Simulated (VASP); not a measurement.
Input of a VASP 6.6.1 run:

File INCAR:

```
SYSTEM = Sn5H
PREC = Accurate ; ENCUT = 520
EDIFF = 1E-7 ; ISMEAR = 0
SIGMA = 0.2 ; LREAL = .FALSE.
LASPH = .TRUE. ; NELM = 60
ALGO = Normal ; ISIF = 2
LWAVE = .FALSE. ; LCHARG = .TRUE.
GGA = PE ; LELF = .TRUE.
LVHAR = .TRUE. ; NBANDS = 44
```

File KPOINTS:

```
regular mesh
0
G
  6 6 1
  0 0 0
```

Contents of POSCAR:

```
Sn5H
1.0
    3.3043133491      0.0000000000      0.0000000000
   -1.6521566746      2.8616193024      0.0000000000
    0.0000000000      0.0000000000     15.7752084812
Sn H
5 1
Direct
    0.0000000000      0.0000000000      0.4031794471
    0.0000000000      0.0000000000      0.5968205529
    0.0000000000      0.0000000000      0.0000000000
    0.0000000000      0.0000000000      0.8020827669
    0.0000000000      0.0000000000      0.1979172331
    0.3333333333      0.6666666667      0.5000000000
```

Potentials or basis: VASP PAW PBE potentials, release 64 (Sn_d, H).

Run with:

```sh
$ cat potpaw_PBE.64/Sn_d/POTCAR potpaw_PBE.64/H/POTCAR > POTCAR
$ mpirun -np 1 vasp_std > vasp.out
```

Problem. Estimate the band gap on the k mesh.

Solution. Zero (an odd number of electrons rules out a gap without spin polarisation).

Problem. Predict the largest force.

Solution. 0.037 eV/Å.

Problem. Predict the pressure.

Solution. -0.1 GPa.

Forces on the atoms (eV/Å):
```
Sn   0.000  0.000 -0.037
Sn   0.000  0.000  0.037
Sn   0.000  0.000  0.000
Sn   0.000  0.000 -0.036
Sn   0.000  0.000  0.036
H    0.000  0.000  0.000
```

Caveat: the k points lie up to 0.40 Å⁻¹ apart, too coarse for converged energies and pressures of a metal; spin-orbit coupling is left out, which moves the levels of the heavy elements.
